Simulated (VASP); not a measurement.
The system is VH4.

```
V H
1.0
    -2.20646    2.20646    2.20646
     2.20646   -2.20646    2.20646
     2.20646    2.20646   -2.20646
V H
1 4
Direct
  0.00000 0.00000 0.00000
  0.00000 0.00000 0.50000
  0.50000 0.00000 0.00000
  0.50000 0.50000 0.50000
  0.00000 0.50000 0.00000
```

The cell was built from a structure type or drawn by symmetry, and may not be a known phase.

| Item | Value |
| --- | --- |
| Program | VASP 6.6.1 |
| Task | relaxation of cell and atoms |
| Functional | PBE |
| Potentials or basis | VASP PAW PBE potentials, release 64 (V_sv, H) |
| Cutoff | 600 eV |
| k mesh | 6 × 6 × 6 |
| Occupations | gaussian, width 0.1 eV |
| Spin | collinear spin, ferromagnetic start |
| Starting moments | [2.0, 0.0, 0.0, 0.0, 0.0] μB |

At the start: pressure -13.0 GPa; volume 8.59 Å³/atom.

**Question.** How do energy, volume and symmetry change on relaxing?

**Answer.** Over 4 steps the energy falls by 80.0 meV/atom and the volume is 6.90 Å³/atom (-19.7 %); space group Im-3m (No. 229, to 0.1 Å) before and after; moment 1.30 μB per cell.

Step by step:
| step | energy change (eV) | largest force (eV/Å) | pressure (GPa) | volume (Å³) |
| --- | --- | --- | --- | --- |
| 1 | 0.0000 | 0.0000 | -13.03 | 42.97 |
| 2 | -0.2844 | 0.0000 | -8.14 | 38.77 |
| 3 | -0.3939 | 0.0000 | -2.14 | 35.52 |
| 4 | -0.4000 | 0.0000 | 0.30 | 34.52 |

Final structure:
```
V H
1.0
    -2.05127    2.05127    2.05127
     2.05127   -2.05127    2.05127
     2.05127    2.05127   -2.05127
V H
1 4
Direct
  0.00000 0.00000 0.00000
  0.00000 0.00000 0.50000
  0.50000 0.00000 0.00000
  0.50000 0.50000 0.50000
  0.00000 0.50000 0.00000
```

Caveat: the volume moved by over 15 % at a fixed basis, so the end points are rough.
